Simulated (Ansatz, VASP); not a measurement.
# Sb in VASP and in Ansatz

```
Sb
1.0
     3.16000    0.00000    0.00000
     0.00000    3.16000    0.00000
     0.00000    0.00000    3.03360
Sb
1
Direct
  0.00000 0.00000 0.00000
```

Change from the starting cell: strain +0.000 along x and y, -0.040 along z, atoms carried along.

Alike in both runs: task single point; functional PBEsol; k mesh 16 × 16 × 16; occupations gaussian, width 0.15 eV; no spin polarisation.

|  | VASP | Ansatz |
| --- | --- | --- |
| version | VASP 6.6.1 | Ansatz 0.2.0 |
| potentials or method | VASP PAW PBE potentials, release 64 (Sb), cutoff 520 eV | scalar-relativistic, plane waves, PAW |
| valence electrons in the cell | 5 | 15 |

```csv
,VASP,Ansatz,Ansatz less VASP
gap on the k mesh at the Fermi level (eV),none,none,-
pressure (GPa),-2.8,-2.9,-0.07
"traceless stress, the component that is largest in VASP (GPa)",2.47,2.44,-0.039
```

VASP's potentials were made for PBE, not for PBEsol. A gap of «none» marks a metal or a gap that the smearing closes. VASP's potentials hold 5 valence electrons a cell and Ansatz's 15, so a difference there can come from the potentials and not from the codes.

Neither program's run includes spin-orbit coupling.
